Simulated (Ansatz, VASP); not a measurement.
## One calculation of Ca3Zr2N, two programs

```
Ca Zr N
1.0
     6.36871    0.00000    0.00000
     0.00000    6.36871    0.00000
     0.00000    0.00000    4.60927
Ca Zr N
3 2 1
Direct
  0.00000 0.00000 0.00000
  0.00000 0.50000 0.50000
  0.50000 0.00000 0.50000
  0.00000 0.00000 0.50000
  0.50000 0.50000 0.50000
  0.50000 0.50000 0.00000
```

Alike in both runs: functional PBE; k mesh 4 × 4 × 4; occupations gaussian, width 0.1 eV; no spin polarisation.

Ansatz relaxed the structure, and its values are those at the end. VASP's run is a single point on that final structure, the one shown.

|  | VASP | Ansatz |
| --- | --- | --- |
| version | VASP 6.6.1 | Ansatz 0.2.0 |
| potentials or method | VASP PAW PBE potentials, release 64 (Ca_sv, Zr_sv, N), cutoff 520 eV | scalar-relativistic, plane waves, PAW |
| valence electrons in the cell | 59 | 59 |

|  | VASP | Ansatz | Ansatz less VASP |
| --- | --- | --- | --- |
| gap on the k mesh at the Fermi level (eV) | none | none | - |
| pressure (GPa) | 0.4 | 0.2 | -0.19 |

A gap of «none» marks a metal or a gap that the smearing closes. The functional is the same, so the differences come from potentials, cutoffs and numerics.
